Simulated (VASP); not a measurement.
**SnO: single point with LDA**

The system is SnO.

```
Sn O
1.0
     3.35500    0.00000    0.00000
     0.00000    5.67410    0.00000
     0.00000    0.00000    4.22197
Sn O
2 2
Direct
  0.99537 0.20496 0.49509
  0.49504 0.75074 0.99256
  0.99863 0.87724 0.72870
  0.49695 0.07693 0.23678
```

| Quantity | Value |
| --- | --- |
| Program | VASP 6.6.1 |
| Task | single point |
| Functional | LDA |
| Potentials or basis | VASP PAW LDA potentials, release 64 (Sn_d, O) |
| Cutoff | 520 eV |
| k mesh | 4 × 3 × 3 |
| Occupations | gaussian, width 0.01 eV |
| Spin | no spin polarisation |
| Dipole correction | no |
| Further INCAR settings | ALGO = Normal; EDIFF = 1e-07; NBANDS = 28 |

```json
{
  "Pressure": "-2.5 GPa",
  "Largest force": "0.171 eV/Å",
  "Band gap on the k mesh": "1.61 eV, indirect (least direct gap 2.28 eV)"
}
```

Forces in eV/Å, atoms in the order of the input:
```
Sn   0.038  0.007 -0.021
Sn   0.069  0.061 -0.017
O   -0.081  0.041  0.145
O   -0.027 -0.109 -0.107
```

Stress tensor (GPa, compression positive):
```
-3.70 -0.02  0.18
-0.02 -1.82 -0.27
 0.18 -0.27 -2.11
```

Levels at points of the mesh, in eV from the valence-band top:
```tsv
k point	band 17	band 18	band 19	band 20	band 21	band 22	band 23	band 24
(0.00, 0.00, 0.00)	-3.85	-2.96	-2.22	0.00	2.36	2.94	5.73	5.74
(0.50, 0.00, 0.00)	-2.87	-2.83	-1.38	-1.37	2.52	2.58	5.48	5.52
```

Wall time 26 s on 1 thread of Intel(R) Xeon(R) Platinum 8488C (Sapphire Rapids), on a shared host, peak memory 0.17 GiB.

Caveat: the k points lie up to 0.50 Å⁻¹ apart; spin-orbit coupling is left out, which moves the levels of the heavy elements. A k mesh can miss the band edges.
